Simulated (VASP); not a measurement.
# Zn4W (P4/mmm) in VASP: a series of runs, part 2 of 2

VASP 6.6.1. The steps go on from the part before.

### 4 Single point, PBE

This run uses another cell than the first one, of 26.67 Å³/atom.

INCAR

```
SYSTEM = Zn4W
PREC = Accurate ; ENCUT = 520
EDIFF = 1E-6 ; ISMEAR = 0
SIGMA = 0.1 ; LREAL = .False.
LASPH = .True. ; NELM = 60
ALGO = Fast ; ISIF = 2
LWAVE = .False. ; LCHARG = .True.
GGA = PE ; LELF = .True.
LVHAR = .True. ; NBANDS = 39
```

KPOINTS

```
regular mesh
0
Gamma
  4 4 4
  0 0 0
```

POSCAR

```
Zn4W
1.0
    7.1079694151      0.0000000000      0.0000000000
    0.0000000000      7.1079694151      0.0000000000
    0.0000000000      0.0000000000      2.6390880726
Zn W
4 1
Direct
    0.3235653786      0.0000000000      0.5000000000
    0.6764346214      0.0000000000      0.5000000000
    0.0000000000      0.3235653786      0.5000000000
    0.0000000000      0.6764346214      0.5000000000
    0.0000000000      0.0000000000      0.0000000000
```

Potentials or basis: VASP PAW PBE potentials, release 64 (Zn, W_sv).

Launch:

```bash
> cat potpaw_PBE.64/Zn/POTCAR potpaw_PBE.64/W_sv/POTCAR > POTCAR
> mpirun -np 1 vasp_std > vasp.out
```

OUTCAR:

```text
SYSTEM = Zn4W
   PREC = Accurate
   ENCUT = 520
   EDIFF = 1E-6
   ISMEAR = 0
   LREAL = .False.
   LASPH = .True.
   NELM = 60
   ISIF = 2
   GGA = PE

 ion  position               nearest neighbor table
   1  0.324  0.000  0.500-   2 2.51   5 2.65   5 2.65
   2  0.676  0.000  0.500-   1 2.51   5 2.65   5 2.65
   3  0.000  0.324  0.500-   4 2.51   5 2.65   5 2.65
   4  0.000  0.676  0.500-   3 2.51   5 2.65   5 2.65
   5  0.000  0.000  0.000-   1 2.65   2 2.65   3 2.65   4 2.65   1 2.65   2 2.65   3 2.65   4 2.65

  LATTYP: Found a simple tetragonal cell.
 ALAT       =     7.1079694151
 C/A-ratio  =     0.3712857946

  Lattice vectors:

 A1 = (   7.1079694151,   0.0000000000,   0.0000000000)
 A2 = (   0.0000000000,   7.1079694151,   0.0000000000)
 A3 = (   0.0000000000,   0.0000000000,   2.6390880726)

Analysis of symmetry for initial positions (statically):
=====================================================================
 Subroutine PRICEL returns:
 Original cell was already a primitive cell.

 Routine SETGRP: Setting up the symmetry group for a
 simple tetragonal supercell.

[... 166 lines left out ...]

 E-fermi :   0.7066     XC(G=0):  -8.3413

 val. band max:        0.6587529020   @ k =   0.5000   0.2500   0.2500
 cond. band min:       0.7227502409   @ k =   0.5000   0.5000   0.0000
 fundamental gap:      0.0639973388
 Fermi energy:         0.7065566360

 k-point     1 :       0.0000    0.0000    0.0000
  band No.  band energies     occupation
      1     -72.8078      2.00000
      2     -37.0799      2.00000
      3     -37.0799      2.00000
      4     -36.3862      2.00000
      5      -7.5964      2.00000
      6      -6.8629      2.00000
[... 745 lines left out ...]
     38       7.1441      0.00000
     39       7.4983      0.00000

------------------------ aborting loop because EDIFF is reached ----------------------------------------

  FORCE on cell =-STRESS in cart. coord.  units (eV):
  Direction    XX          YY          ZZ          XY          YZ          ZX
  --------------------------------------------------------------------------------------
  -------------------------------------------------------------------------------------
  Total        0.0946393      0.0946393      0.0415395      0.0000000      0.0000000      0.0000000
  in kB        1.1372013      1.1372013      0.4991455      0.0000000      0.0000000      0.0000000
  external PRESSURE =       0.9245160 kB  Pullay stress =       0.0000000 kB

 VOLUME and BASIS-vectors are now :
 -----------------------------------------------------------------------------
  energy-cutoff  :      520.00
  volume of cell :      133.34
      direct lattice vectors                 reciprocal lattice vectors
     7.107969415  0.000000000  0.000000000     0.140687156  0.000000000  0.000000000
     0.000000000  7.107969415  0.000000000     0.000000000  0.140687156  0.000000000
     0.000000000  0.000000000  2.639088073     0.000000000  0.000000000  0.378918768

 POSITION                                       TOTAL-FORCE (eV/Angst)
 -----------------------------------------------------------------------------------
      2.29989      0.00000      1.31954        -0.003052      0.000000      0.000000
      4.80808      0.00000      1.31954         0.003052      0.000000      0.000000
      0.00000      2.29989      1.31954        -0.000000     -0.003052     -0.000000
      0.00000      4.80808      1.31954         0.000000      0.003052      0.000000
      0.00000      0.00000      0.00000        -0.000000      0.000000      0.000000
 -----------------------------------------------------------------------------------
    total drift:                                0.000000      0.000000     -0.000000

  FREE ENERGIE OF THE ION-ELECTRON SYSTEM (eV)
  ---------------------------------------------------
  free  energy   TOTEN  =       -14.8804039508 eV

  energy  without entropy=      -14.8658461345  energy(sigma->0) =      -14.87312504
```

OSZICAR:

```text
N       E                     dE             d eps       ncg     rms          rms(c)
DAV:   1     0.471189280736E+03    0.47119E+03   -0.30501E+04  1412   0.201E+03
DAV:   2     0.242988722052E+02   -0.44689E+03   -0.43360E+03  1411   0.464E+02
DAV:   3    -0.150929404929E+02   -0.39392E+02   -0.38077E+02  1600   0.140E+02
DAV:   4    -0.162623925846E+02   -0.11695E+01   -0.11639E+01  1537   0.228E+01
DAV:   5    -0.162775476137E+02   -0.15155E-01   -0.15143E-01  1637   0.208E+00    0.173E+01
RMM:   6    -0.153503065239E+02    0.92724E+00   -0.37312E+00  1563   0.138E+01    0.100E+01
RMM:   7    -0.152587527764E+02    0.91554E-01   -0.16228E+00  1522   0.763E+00    0.401E+00
RMM:   8    -0.148865665393E+02    0.37219E+00   -0.33211E-01  1562   0.303E+00    0.847E-01
RMM:   9    -0.148799915137E+02    0.65750E-02   -0.48560E-02  1551   0.109E+00    0.616E-01
RMM:  10    -0.148798767913E+02    0.11472E-03   -0.73297E-03  1588   0.477E-01    0.263E-01
RMM:  11    -0.148799449859E+02   -0.68195E-04   -0.27194E-03  1577   0.320E-01    0.101E-01
RMM:  12    -0.148803905106E+02   -0.44552E-03   -0.63000E-04  1600   0.139E-01    0.882E-02
RMM:  13    -0.148804166917E+02   -0.26181E-04   -0.36036E-04  1613   0.912E-02    0.813E-02
RMM:  14    -0.148804018727E+02    0.14819E-04   -0.71514E-05  1530   0.465E-02    0.747E-03
RMM:  15    -0.148804033627E+02   -0.14900E-05   -0.12732E-05  1275   0.201E-02    0.332E-03
RMM:  16    -0.148804039508E+02   -0.58813E-06   -0.27849E-06  1135   0.119E-02
   1 F= -.14880404E+02 E0= -.14873125E+02  d E =-.145578E-01
```

stdout:

```text
POSCAR found type information on POSCAR ZnW
 POSCAR found :  2 types and       5 ions
 scaLAPACK will be used
 LDA part: xc-table for (Slater+PW92), standard interpolation
 POSCAR, INCAR and KPOINTS ok, starting setup
 FFT: planning ... GRIDC
 FFT: planning ... GRID_SOFT
 FFT: planning ... GRID
 WAVECAR not read
 entering main loop
```

It took 2.2 min on 1 thread of Intel Xeon Platinum 8488C (Sapphire Rapids), shared host; peak memory 0.27 GiB.

What came out:

* Free energy: -14.8804 eV
* Pressure: 0.1 GPa
* Largest force: 0.003 eV/Å
* Band gap on the k mesh: zero (bands 31 and 32 overlap by 1.91 eV)

Forces on the atoms (eV/Å):
```
Zn  -0.003  0.000  0.000
Zn   0.003  0.000  0.000
Zn   0.000 -0.003  0.000
Zn   0.000  0.003  0.000
W    0.000  0.000  0.000
```

Levels at points of the mesh, in eV from the Fermi level:
| k point | band 29 | band 30 | band 31 | band 32 | band 33 | band 34 |
| --- | --- | --- | --- | --- | --- | --- |
| (0.00, 0.00, 0.00) | -3.73 | -1.48 | -1.35 | -1.00 | 1.44 | 1.44 |
| (0.50, 0.00, 0.00) | -2.85 | -1.85 | -1.17 | -0.40 | 1.72 | 2.18 |
| (0.50, 0.50, 0.00) | -2.67 | -2.23 | 0.02 | 0.02 | 1.62 | 2.97 |
| (0.00, 0.00, 0.50) | -1.32 | 0.32 | 0.91 | 1.62 | 1.62 | 2.15 |
| (0.50, 0.00, 0.50) | -0.65 | -0.37 | 0.50 | 0.90 | 1.21 | 1.63 |
| (0.50, 0.50, 0.50) | -0.37 | -0.36 | -0.36 | 0.52 | 0.52 | 0.90 |

Caveat: the k points lie up to 0.60 Å⁻¹ apart, too coarse for converged energies and pressures of a metal; spin-orbit coupling is left out, which moves the levels of the heavy elements.

### 5 Relaxation of cell and atoms, PBE

This run uses another cell than the first one, of 26.67 Å³/atom.

INCAR

```
PREC = Accurate
ENCUT = 600
EDIFF = 1E-7
ISMEAR = 0
SIGMA = 0.1
LREAL = False
LASPH = True
NELM = 60
ALGO = Fast
ISIF = 3
LWAVE = False
LCHARG = False
GGA = PE
IBRION = 2
NSW = 90
EDIFFG = -0.04
```

KPOINTS

```
Automatic mesh
0
Gamma
  4 4 6
```

POSCAR is that of step 4.

Potentials or basis: VASP PAW PBE potentials, release 64 (Zn, W_sv).

Launch:

```bash
> cat potpaw_PBE.64/Zn/POTCAR potpaw_PBE.64/W_sv/POTCAR > POTCAR
> mpirun -np 1 vasp_std > vasp.out
```

OUTCAR:

```text
PREC = Accurate
   ENCUT = 600
   EDIFF = 1E-7
   ISMEAR = 0
   LREAL = False
   LASPH = True
   NELM = 60
   ISIF = 3
   GGA = PE
   IBRION = 2
   NSW = 90
   EDIFFG = -0.04

 ion  position               nearest neighbor table
   1  0.324  0.000  0.500-   2 2.51   5 2.65   5 2.65
   2  0.676  0.000  0.500-   1 2.51   5 2.65   5 2.65
   3  0.000  0.324  0.500-   4 2.51   5 2.65   5 2.65
   4  0.000  0.676  0.500-   3 2.51   5 2.65   5 2.65
   5  0.000  0.000  0.000-   1 2.65   2 2.65   3 2.65   4 2.65   1 2.65   2 2.65   3 2.65   4 2.65

  LATTYP: Found a simple tetragonal cell.
 ALAT       =     7.1079694151
 C/A-ratio  =     0.3712857946

  Lattice vectors:

 A1 = (   7.1079694151,   0.0000000000,   0.0000000000)
 A2 = (   0.0000000000,   7.1079694151,   0.0000000000)
 A3 = (   0.0000000000,   0.0000000000,   2.6390880726)

Analysis of symmetry for initial positions (statically):
=====================================================================
 Subroutine PRICEL returns:
 Original cell was already a primitive cell.

 Routine SETGRP: Setting up the symmetry group for a
 simple tetragonal supercell.

 Subroutine GETGRP returns: Found 16 space group operations
 (whereof 16 operations were pure point group operations)
 out of a pool of 16 trial point group operations.

The static configuration has the point symmetry D_4h.

Analysis of symmetry for dynamics (positions and initial velocities):
=====================================================================
 Subroutine PRICEL returns:
 Original cell was already a primitive cell.

 Routine SETGRP: Setting up the symmetry group for a
 simple tetragonal supercell.

 Subroutine GETGRP returns: Found 16 space group operations
 (whereof 16 operations were pure point group operations)
 out of a pool of 16 trial point group operations.

The dynamic configuration has the point symmetry D_4h.

 Subroutine INISYM returns: Found 16 space group operations
 (whereof 16 operations are pure point group operations),
[... 110 lines left out ...]
   TEBEG  =    0.0;   TEEND  =   0.0 temperature during run
   PSTRESS=    0.0 pullay stress
   NELECT =      62.0000    total number of electrons
   NUPDOWN=      -1.0000    fix difference up-down
   EMIN   =  10.00;   EMAX   =-10.00  energy-range for DOS
   EFERMI =   0.00;   METHOD = LEGACY
   ISMEAR =     0;   SIGMA  =   0.10  broadening in eV -4-tet -1-fermi 0-gaus
   EFERMI_NEDOS =   21; number of points for ismear=-14 and -15
   IALGO  =     68    algorithm
   IMIX   =      4    mixing-type and parameters
     AMIX     =   0.40;   BMIX     =  1.00
     AMIX_MAG =   1.60;   BMIX_MAG =  1.00
  volume/ion in A,a.u.               =      26.67       179.96
  Fermi-wavevector in a.u.,A,eV,Ry     =   1.268305  2.396749 21.886302  1.608598
  Thomas-Fermi vector in A             =   2.401407
   LORBIT       =      0    0 simple, 1 ext, 2 COOP (PROOUT), +10 PAW based schemes
   GGA     = PE    functional components
   LHFCALC =     F    Hartree Fock is set to
   AEXX    =    0.0000 exact exchange contribution
   IVDW    =     0    specifies the selected vdW correction
   LEPSILON=     F    determine dielectric tensor
   LRPA    =     F    only Hartree local field effects (RPA)
 conjugate gradient relaxation of ions
 non-spin polarized calculation
 RMM-DIIS sequential band-by-band and
 Gauss-broadening in eV      SIGMA  =   0.10
  energy-cutoff  :      600.00
  volume of cell :      133.34
 maximum number of plane-waves:      4491
 NGX is ok and might be reduce to    60
   NGX = 29   NGY = 29   NGZ = 11

--------------------------------------- Ionic step        1  -------------------------------------------

 number of electron      62.0000022 magnetization

 Free energy of the ion-electron system (eV)
  ---------------------------------------------------
  ext. energy  EPLUGINS =         0.00000000
  ---------------------------------------------------
  free energy    TOTEN  =       -15.15669968 eV

  energy without entropy =      -15.14381138  energy(sigma->0) =      -15.15025553

------------------------ aborting loop because EDIFF is reached ----------------------------------------

  FORCE on cell =-STRESS in cart. coord.  units (eV):
  Direction    XX          YY          ZZ          XY          YZ          ZX
  --------------------------------------------------------------------------------------
  -------------------------------------------------------------------------------------
  Total        1.4437609      1.4437609     -4.6807999      0.0000000      0.0000000      0.0000000
  in kB       17.3484579     17.3484579    -56.2452269      0.0000000      0.0000000      0.0000000
  external PRESSURE =      -7.1827703 kB  Pullay stress =       0.0000000 kB
[... 182 lines left out ...]
--------------------------------------- Ionic step        6  -------------------------------------------

 number of electron      61.9999967 magnetization

 Free energy of the ion-electron system (eV)
  ---------------------------------------------------
  ext. energy  EPLUGINS =         0.00000000
  ---------------------------------------------------
  free energy    TOTEN  =       -15.29154786 eV

  energy without entropy =      -15.27861075  energy(sigma->0) =      -15.28507930

 E-fermi :   0.8797     XC(G=0):  -8.3184

 val. band max:        0.8562177811   @ k =   0.0000   0.0000   0.3333
 cond. band min:       0.8903325413   @ k =   0.2500   0.0000   0.3333
 fundamental gap:      0.0341147602
 Fermi energy:         0.8796622522

 k-point     1 :       0.0000    0.0000    0.0000
  band No.  band energies     occupation
      1     -72.8326      2.00000
      2     -37.0809      2.00000
      3     -37.0809      2.00000
      4     -36.2402      2.00000
      5      -7.6275      2.00000
      6      -7.0124      2.00000
[... 981 lines left out ...]
  FREE ENERGIE OF THE ION-ELECTRON SYSTEM (eV)
  ---------------------------------------------------
  free  energy   TOTEN  =       -15.2915478554 eV

  energy  without entropy=      -15.2786107505  energy(sigma->0) =      -15.28507930

 reached required accuracy - stopping structural energy minimisation
```

OSZICAR:

```text
N       E                     dE             d eps       ncg     rms          rms(c)
DAV:   1     0.496562488444E+03    0.49656E+03   -0.33414E+04  1792   0.233E+03
DAV:   2     0.266463918663E+02   -0.46992E+03   -0.45877E+03  1791   0.511E+02
DAV:   3    -0.148424763654E+02   -0.41489E+02   -0.39961E+02  2036   0.152E+02
DAV:   4    -0.162866995443E+02   -0.14442E+01   -0.14246E+01  1944   0.245E+01
[... 73 lines left out ...]
RMM:   5    -0.152915506974E+02    0.11136E-04   -0.85593E-05  1897   0.895E-02    0.124E-02
RMM:   6    -0.152915494762E+02    0.12212E-05   -0.45261E-05  1818   0.540E-02    0.824E-03
RMM:   7    -0.152915483188E+02    0.11574E-05   -0.83875E-06  1759   0.265E-02    0.184E-03
RMM:   8    -0.152915479194E+02    0.39942E-06   -0.13395E-06  1773   0.962E-03    0.278E-03
RMM:   9    -0.152915478554E+02    0.64003E-07   -0.38967E-07  1265   0.452E-03
   6 F= -.15291548E+02 E0= -.15285079E+02  d E =-.575112E-03
```

It took 13 min on 1 thread of Intel Xeon Platinum 8488C (Sapphire Rapids), shared host; peak memory 0.37 GiB.

Results:

```yaml
Free_energy: -15.2915 eV
Relaxed_volume: 26.58 Å³/atom
Relaxed_cell: a = 7.231 Å, b = 7.231 Å, c = 2.542 Å, α = 90.00°, β = 90.00°, γ = 90.00°
Space_group_after_relaxing_to_0.1_Å: P4/mmm (No. 123)
Energy_gained_by_relaxing: 27.0 meV/atom
Ionic_steps: 6
Pressure_after_relaxing: -0.1 GPa
Largest_force_after_relaxing: 0.022 eV/Å
Band_gap_on_the_k_mesh: zero (bands 31 and 32 overlap by 2.32 eV)
```

Forces in eV/Å, atoms in the order of the input:
```
Zn   0.022  0.000  0.000
Zn  -0.022  0.000  0.000
Zn   0.000  0.022  0.000
Zn   0.000 -0.022  0.000
W    0.000  0.000  0.000
```

Step by step:
| step | energy change (eV) | largest force (eV/Å) | pressure (GPa) | volume (Å³) |
| --- | --- | --- | --- | --- |
| 1 | 0.0000 | 0.2884 | -0.72 | 133.34 |
| 2 | -0.1202 | 0.2213 | 1.25 | 130.89 |
| 3 | -0.1246 | 0.2323 | 0.88 | 131.25 |
| 4 | -0.1336 | 0.0012 | -0.37 | 133.72 |
| 5 | -0.1343 | 0.0465 | -0.11 | 133.20 |
| 6 | -0.1348 | 0.0222 | -0.06 | 132.92 |

Final structure:
```
Zn W
1.0
     7.23142    0.00000    0.00000
     0.00000    7.23142    0.00000
     0.00000    0.00000    2.54180
Zn W
4 1
Direct
  0.32692 0.00000 0.50000
  0.67308 0.00000 0.50000
  0.00000 0.32692 0.50000
  0.00000 0.67308 0.50000
  0.00000 0.00000 0.00000
```

Caveat: the k points lie up to 0.41 Å⁻¹ apart in the final cell, too coarse for converged energies and pressures of a metal; spin-orbit coupling is left out, which moves the levels of the heavy elements.

### 6 Single point, PBE

This run uses another cell than the first one, of 26.53 Å³/atom.

INCAR

```
SYSTEM = Zn4W
ALGO = Fast ; EDIFF = 1E-6
ENCUT = 520 ; GGA = PE
ISIF = 2 ; ISMEAR = 0
LASPH = .TRUE. ; LCHARG = .FALSE.
LREAL = .FALSE. ; LWAVE = .FALSE.
NBANDS = 39 ; NELM = 60
PREC = Accurate ; SIGMA = 0.1
```

KPOINTS

```
k-points
0
G
  6 6 14
  0 0 0
```

POSCAR

```
Zn4W
1.0
    7.2600392353      0.0000000000      0.0000000000
    0.0000000000      7.2600392353      0.0000000000
    0.0000000000      0.0000000000      2.5170019983
Zn W
4 1
Direct
    0.3282668630      0.0000000000      0.5000000000
    0.6717331370      0.0000000000      0.5000000000
    0.0000000000      0.3282668630      0.5000000000
    0.0000000000      0.6717331370      0.5000000000
    0.0000000000      0.0000000000      0.0000000000
```

Potentials or basis: VASP PAW PBE potentials, release 64 (Zn, W_sv).

Launch:

```bash
> cat potpaw_PBE.64/Zn/POTCAR potpaw_PBE.64/W_sv/POTCAR > POTCAR
> mpirun -np 1 vasp_std > vasp.out
```

Run time: 8.5 min. Hardware: 1 thread of Intel Xeon Platinum 8488C (Sapphire Rapids), shared host; peak memory 0.47 GiB.

Results (log left out):

- Free energy: -15.2455 eV
- Pressure: 0.2 GPa
- Largest force: 0.008 eV/Å
- Band gap on the k mesh: zero (bands 31 and 32 overlap by 2.51 eV)

Forces on the atoms (eV/Å):
```
Zn   0.008  0.000  0.000
Zn  -0.008  0.000  0.000
Zn   0.000  0.008  0.000
Zn   0.000 -0.008  0.000
W    0.000  0.000  0.000
```

Stress tensor (GPa, compression positive):
```
0.17 0.00 0.00
0.00 0.17 0.00
0.00 0.00 0.39
```

Levels at points of the mesh, in eV from the Fermi level:
| k point | band 29 | band 30 | band 31 | band 32 | band 33 | band 34 |
| --- | --- | --- | --- | --- | --- | --- |
| (0.00, 0.00, 0.00) | -4.25 | -2.24 | -1.91 | -1.65 | 0.77 | 0.77 |
| (0.50, 0.00, 0.00) | -3.71 | -2.27 | -1.92 | -0.98 | 1.08 | 1.58 |
| (0.50, 0.50, 0.00) | -3.62 | -2.64 | -0.61 | -0.61 | 1.09 | 2.21 |
| (0.00, 0.00, 0.50) | -1.00 | 0.58 | 0.77 | 1.36 | 1.36 | 2.32 |
| (0.50, 0.00, 0.50) | -0.75 | -0.65 | 0.64 | 0.77 | 1.37 | 1.42 |
| (0.50, 0.50, 0.50) | -0.64 | -0.52 | -0.32 | 0.65 | 0.65 | 0.76 |

Caveat: spin-orbit coupling is left out, which moves the levels of the heavy elements.

### 7 Summary

```tsv
task	cell	k mesh	cutoff (eV)	gap on the mesh (eV)	pressure (GPa)	largest force (eV/Å)
single point	a = 4.262, b = 4.262, c = 4.583 Å, 5 atoms, atomic positions A	4 × 4 × 4	520	none	110.4	9.02
single point	a = 7.217, b = 7.217, c = 2.538 Å, 5 atoms, atomic positions B	4 × 4 × 6	520	none	0.2	0.02
single point	a = 7.108, b = 7.108, c = 2.639 Å, 5 atoms, atomic positions C	4 × 4 × 4	520	none	0.1	-
relaxation of cell and atoms	relaxed from a = 7.108, b = 7.108, c = 2.639 Å, 5 atoms, atomic positions C	4 × 4 × 6	600	none	-0.1	0.02
single point	a = 7.260, b = 7.260, c = 2.517 Å, 5 atoms, atomic positions D	6 × 6 × 14	520	none	0.2	0.01
```

Alike in all rows: level PBE; potentials or basis VASP PAW PBE potentials, release 64 (Zn, W_sv); no spin polarisation; smearing gaussian 0.1 eV.

Caveats: some runs use coarse meshes; spin-orbit coupling is left out, which moves the levels of the heavy elements; forces of over 1 eV/Å act on the atoms, so gaps and moduli don't describe the material at rest (at least some runs).

Total energies depend on the potentials used, so only differences within one code and one set of settings carry meaning.

The gap in the log of VASP goes by the Fermi energy; the results here count the filled bands.